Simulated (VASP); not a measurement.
# ZrS (I4/mmm) in VASP: notebook

ZrS is run at these levels: PBEsol; tasks: single point.

Program: VASP 6.6.1. These are calculated values, not measurements. Logs are shortened: lines on timing, memory, paths and dates and some standing lists are left out, and cuts for length are marked.

**1. The cell of the first run**

The structure is tetragonal, space group I4/mmm (No. 139). The conventional cell has a = 3.438 Å, b = 3.438 Å, c = 5.834 Å, α = 90.00°, β = 90.00°, γ = 90.00°. Within 3.2 Å of Zr (site symmetry 4/mmm) lie 6 S at 2.43 to 2.92 Å. S (site symmetry 4/mmm) has 6 Zr at 2.43 to 2.92 Å within 3.2 Å.

**2. Single point, PBEsol**

INCAR reads:

```
  ALGO = Normal
  EDIFF = 1E-7
  ENCUT = 520
  GGA = PS
  ISIF = 2
  ISMEAR = 0
  LASPH = T
  LCHARG = T
  LELF = T
  LREAL = F
  LVHAR = T
  LWAVE = F
  NBANDS = 16
  NELM = 100
  PREC = Accurate
  SIGMA = 0.15
```

KPOINTS reads:

```
k-points
0
Gamma
  22 22 22
```

POSCAR reads:

```
ZrS
1.0
    0.0000000000      2.4307669697      2.9169203636
    2.4307669697      0.0000000000      2.9169203636
    2.4307669697      2.4307669697      0.0000000000
Zr S
1 1
Direct
    0.0000000000      0.0000000000      0.0000000000
    0.5000000000      0.5000000000      0.5000000000
```

Potentials or basis: VASP PAW PBE potentials, release 64 (Zr_sv, S).

Run with:

```console
$ cat potpaw_PBE.64/Zr_sv/POTCAR potpaw_PBE.64/S/POTCAR > POTCAR
$ mpirun -np 1 vasp_std > vasp.out
```

OUTCAR:

```text
EDIFF = 1E-7
   ENCUT = 520
   GGA = PS
   ISIF = 2
   ISMEAR = 0
   LASPH = T
   LREAL = F
   NELM = 100
   PREC = Accurate

 ion  position               nearest neighbor table
   1  0.000  0.000  0.000-   2 2.43   2 2.43   2 2.43   2 2.43   2 2.92   2 2.92
   2  0.500  0.500  0.500-   1 2.43   1 2.43   1 2.43   1 2.43   1 2.92   1 2.92

  LATTYP: Found a body centered tetragonal cell.
 ALAT       =     3.4376236155
 C/A-ratio  =     1.6970562748

  Lattice vectors:

 A1 = (  -2.4307669697,   0.0000000000,   2.9169203636)
 A2 = (   2.4307669697,   0.0000000000,   2.9169203636)
 A3 = (   0.0000000000,   2.4307669697,  -2.9169203636)

Analysis of symmetry for initial positions (statically):
=====================================================================
 Subroutine PRICEL returns:
 Original cell was already a primitive cell.

 Routine SETGRP: Setting up the symmetry group for a
 body centered tetragonal supercell.

 Subroutine GETGRP returns: Found 16 space group operations
 (whereof 16 operations were pure point group operations)
 out of a pool of 16 trial point group operations.

The static configuration has the point symmetry D_4h.

Analysis of symmetry for dynamics (positions and initial velocities):
=====================================================================
 Subroutine PRICEL returns:
 Original cell was already a primitive cell.

 Routine SETGRP: Setting up the symmetry group for a
 body centered tetragonal supercell.

 Subroutine GETGRP returns: Found 16 space group operations
 (whereof 16 operations were pure point group operations)
 out of a pool of 16 trial point group operations.

The dynamic configuration has the point symmetry D_4h.

 Subroutine INISYM returns: Found 16 space group operations
 (whereof 16 operations are pure point group operations),
 and found     1 'primitive' translations

----------------------------------------------------------------------------------------

                                     Primitive cell

  volume of cell :      34.4700

  direct lattice vectors                    reciprocal lattice vectors
     0.000000000  2.430766970  2.916920364    -0.205696394  0.205696394  0.171413662
     2.430766970  0.000000000  2.916920364     0.205696394 -0.205696394  0.171413662
     2.430766970  2.430766970  0.000000000     0.205696394  0.205696394 -0.171413662

  length of vectors
     3.796979387  3.796979387  3.437623616     0.337645756  0.337645756  0.337645756
[... 74 lines left out ...]
   ICHARG =      2    charge: 1-file 2-atom 10-const
   ISPIN  =      1    spin polarized calculation?
   LNONCOLLINEAR =      F non collinear calculations
   LSORBIT =      F    spin-orbit coupling
   LASPH  =      T    aspherical Exc in radial PAW
   ENCUT  =  520.0 eV  38.22 Ry    6.18 a.u.   7.06  7.06  6.39*2*pi/ulx,y,z
   NELM   =    100;   NELMIN=  2; NELMDL= -5     # of ELM steps
   EDIFF  = 0.1E-06   stopping-criterion for ELM
   LREAL  =      F    real-space projection
   EDIFFG = 0.1E-05   stopping-criterion for IOM
   NSW    =      0    number of steps for IOM
   IBRION =     -1    ionic relax: 0-MD 1-quasi-New 2-CG
   NFREE  =      0    steps in history (QN), initial steepest desc. (CG)
   ISIF   =      2    stress and relaxation
   ISYM   =      2    0-nonsym 1-usesym 2-fastsym
   POTIM  = 0.5000    time-step for ionic-motion
   TEBEG  =    0.0;   TEEND  =   0.0 temperature during run
   PSTRESS=    0.0 pullay stress
   NELECT =      18.0000    total number of electrons
   NUPDOWN=      -1.0000    fix difference up-down
   EMIN   =  10.00;   EMAX   =-10.00  energy-range for DOS
   EFERMI =   0.00;   METHOD = LEGACY
   ISMEAR =     0;   SIGMA  =   0.15  broadening in eV -4-tet -1-fermi 0-gaus
   EFERMI_NEDOS =   21; number of points for ismear=-14 and -15
   IALGO  =     38    algorithm
   IMIX   =      4    mixing-type and parameters
     AMIX     =   0.40;   BMIX     =  1.00
     AMIX_MAG =   1.60;   BMIX_MAG =  1.00
  volume/ion in A,a.u.               =      17.23       116.31
  Fermi-wavevector in a.u.,A,eV,Ry     =   1.318313  2.491251 23.646240  1.737950
  Thomas-Fermi vector in A             =   2.448292
   LORBIT       =      0    0 simple, 1 ext, 2 COOP (PROOUT), +10 PAW based schemes
   GGA     = PS    functional components
   LHFCALC =     F    Hartree Fock is set to
   AEXX    =    0.0000 exact exchange contribution
   IVDW    =     0    specifies the selected vdW correction
   LEPSILON=     F    determine dielectric tensor
   LRPA    =     F    only Hartree local field effects (RPA)
 non-spin polarized calculation
 Gauss-broadening in eV      SIGMA  =   0.15
  energy-cutoff  :      520.00
  volume of cell :       34.47
 maximum number of plane-waves:       948
   NGX = 15   NGY = 15   NGZ = 13

 number of electron      17.9999999 magnetization

 Free energy of the ion-electron system (eV)
  ---------------------------------------------------
  ext. energy  EPLUGINS =         0.00000000
  ---------------------------------------------------
  free energy    TOTEN  =       -15.93629130 eV

  energy without entropy =      -15.92197274  energy(sigma->0) =      -15.92913202

 E-fermi :  11.0573     XC(G=0): -11.6410

 val. band max:       11.0569102110   @ k =  -0.3182  -0.0000   0.0909
 cond. band min:      11.0575374733   @ k =  -0.3636   0.1818   0.4545
 fundamental gap:      0.0006272624
 Fermi energy:        11.0572646527

 k-point     1 :       0.0000    0.0000    0.0000
  band No.  band energies     occupation
      1     -38.5340      2.00000
      2     -16.6001      2.00000
      3     -16.6001      2.00000
      4     -16.5077      2.00000
      5      -4.9658      2.00000
      6       7.3440      2.00000
[... 433 lines left out ...]
      3     -16.5814      2.00000
      4     -16.5753      2.00000
      5      -2.9892      2.00000
      6       2.8387      2.00000
[... 8 lines left out ...]
     15      18.4645      0.00000
     16      19.0440      0.00000

 [... further k-points ...]
[... 5 lines left out ...]
  --------------------------------------------------------------------------------------
  -------------------------------------------------------------------------------------
  Total        5.5313907      5.5313907     -3.3526827      0.0000000      0.0000000     -0.0000000
  in kB      257.1009592    257.1009592   -155.8338564      0.0000000      0.0000000     -0.0000000
  external PRESSURE =     119.4560206 kB  Pullay stress =       0.0000000 kB

 VOLUME and BASIS-vectors are now :
 -----------------------------------------------------------------------------
  energy-cutoff  :      520.00
  volume of cell :       34.47
      direct lattice vectors                 reciprocal lattice vectors
     0.000000000  2.430766970  2.916920364    -0.205696394  0.205696394  0.171413662
     2.430766970  0.000000000  2.916920364     0.205696394 -0.205696394  0.171413662
     2.430766970  2.430766970  0.000000000     0.205696394  0.205696394 -0.171413662

 POSITION                                       TOTAL-FORCE (eV/Angst)
 -----------------------------------------------------------------------------------
      0.00000      0.00000      0.00000         0.000000      0.000000      0.000000
      2.43077      2.43077      2.91692         0.000000     -0.000000     -0.000000
 -----------------------------------------------------------------------------------
    total drift:                                0.000000      0.000000      0.000000

  FREE ENERGIE OF THE ION-ELECTRON SYSTEM (eV)
  ---------------------------------------------------
  free  energy   TOTEN  =       -15.9362912960 eV

  energy  without entropy=      -15.9219727364  energy(sigma->0) =      -15.92913202
```

Run time: 10 min. Hardware: 1 thread of AMD EPYC 7R43 (Zen 3), shared host; peak memory 0.49 GiB.

Results:

```yaml
Free_energy: -15.9363 eV
Pressure: 11.9 GPa
Band_gap_on_the_k_mesh: zero (band 9 reaches 12.69 eV, above the bottom of band 10 at 9.23 eV)
```

Stress tensor (GPa, compression positive):
```
 25.71   0.00   0.00
  0.00  25.71   0.00
  0.00   0.00 -15.58
```

Caveat: the PAW data sets were made with another functional, which shifts forces and pressure a little.

**3. Single point, PBEsol**

This run uses another cell than the first one, of the same volume but with other edges.

INCAR reads:

```
SYSTEM = ZrS
PREC = Accurate
ENCUT = 520
EDIFF = 1E-7
ISMEAR = 0
SIGMA = 0.15
LREAL = .False.
LASPH = .True.
NELM = 100
ALGO = Normal
ISIF = 2
LWAVE = .False.
LCHARG = .True.
GGA = PS
LELF = .True.
LVHAR = .True.
NBANDS = 16
```

KPOINTS reads:

```
Automatic mesh
0
Gamma
  22 22 22
  0 0 0
```

POSCAR reads:

```
ZrS
1.0
    0.0000000000      2.3013743686      3.2541433572
    2.3013743686      0.0000000000      3.2541433572
    2.3013743686      2.3013743686      0.0000000000
Zr S
1 1
Direct
    0.0000000000      0.0000000000      0.0000000000
    0.5000000000      0.5000000000      0.5000000000
```

Potentials or basis: VASP PAW PBE potentials, release 64 (Zr_sv, S).

Run with:

```console
$ cat potpaw_PBE.64/Zr_sv/POTCAR potpaw_PBE.64/S/POTCAR > POTCAR
$ mpirun -np 1 vasp_std > vasp.out
```

It took 9.9 min on 1 thread of AMD EPYC 7R43 (Zen 3), shared host; peak memory 0.49 GiB.

Results (log left out):

```yaml
Free_energy: -14.5688 eV
Pressure: 38.0 GPa
Band_gap_on_the_k_mesh: zero (band 9 reaches 12.38 eV, above the bottom of band 10 at 8.05 eV)
```

Stress tensor (GPa, compression positive):
```
 63.39   0.00   0.00
  0.00  63.39   0.00
  0.00   0.00 -12.74
```

Levels at points of the mesh, in eV from the Fermi level:
| k point | band 6 | band 7 | band 8 | band 9 | band 10 | band 11 | band 12 | band 13 |
| --- | --- | --- | --- | --- | --- | --- | --- | --- |
| (0.00, 0.00, 0.00) | -3.97 | -3.61 | -2.77 | -2.77 | -2.74 | -0.19 | 0.25 | 0.25 |
| (0.50, 0.00, 0.00) | -8.41 | -6.65 | -6.40 | 1.58 | 1.92 | 2.08 | 3.31 | 3.66 |
| (0.50, 0.50, 0.00) | -6.75 | -4.14 | -3.06 | -3.06 | -0.01 | 2.17 | 2.17 | 3.09 |
| (0.50, 0.00, 0.50) | -4.93 | -4.30 | -4.18 | -3.11 | 0.14 | 0.86 | 4.20 | 4.23 |

Caveat: the PAW data sets were made with another functional, which shifts forces and pressure a little.
